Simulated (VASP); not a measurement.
Write the native input for VASP 6.6.1 that does the following.

| Quantity | Value |
| --- | --- |
| Task | single point |
| Functional | PBE |
| Potentials or basis | VASP PAW PBE potentials, release 64 (Co_sv) |
| Cutoff | 690 eV |
| k mesh | 6 × 6 × 4 |
| Occupations | gaussian, width 0.1 eV |
| Spin | no spin polarisation |
| Dipole correction | no |
| Further INCAR settings | ALGO = Normal; EDIFF = 1e-06; NBANDS = 42 |

The structure of Co lies in POSCAR:

```
Co
1.0
    2.1248718602     -1.2265718824     -0.0358487079
    2.1248718602      1.2265718824     -0.0358487079
   -1.2796610702      0.0000000000      7.9481841085
Co
4
Direct
   -0.1247532557     -0.1247532557      0.1247563973
    1.1247532557      1.1247532557      0.8752436027
    0.7082089347      0.7082089347      0.6255225273
    0.2917910653      0.2917910653      0.3744774727
```

The input as run:

INCAR

```
SYSTEM = Co
PREC = Accurate
ENCUT = 690
EDIFF = 1E-6
ISMEAR = 0
SIGMA = 0.1
LREAL = .FALSE.
LASPH = .TRUE.
NELM = 120
ALGO = Normal
ISIF = 2
LWAVE = .FALSE.
LCHARG = .FALSE.
GGA = PE
NBANDS = 42
GGA_COMPAT = .FALSE.
```

KPOINTS

```
Automatic mesh
0
G
  6 6 4
  0 0 0
```

Potentials or basis: VASP PAW PBE potentials, release 64 (Co_sv).

Command:

```bash
$ cat potpaw_PBE.64/Co_sv/POTCAR > POTCAR
$ mpirun -np 1 vasp_std > vasp.out
```

Results of the run:

```
Pressure               : -1.3 GPa
Largest force          : 0.003 eV/Å
Band gap on the k mesh : zero (bands 34 and 35 overlap by 1.08 eV)
```

Caveat: the k points lie up to 0.49 Å⁻¹ apart, too coarse for converged energies and pressures of a metal; the run has no spin polarisation, though such a crystal can be magnetic.

Run time: 88 s on 1 thread of Intel(R) Xeon(R) 6975P-C (Granite Rapids), on a shared host, peak memory 0.23 GiB.
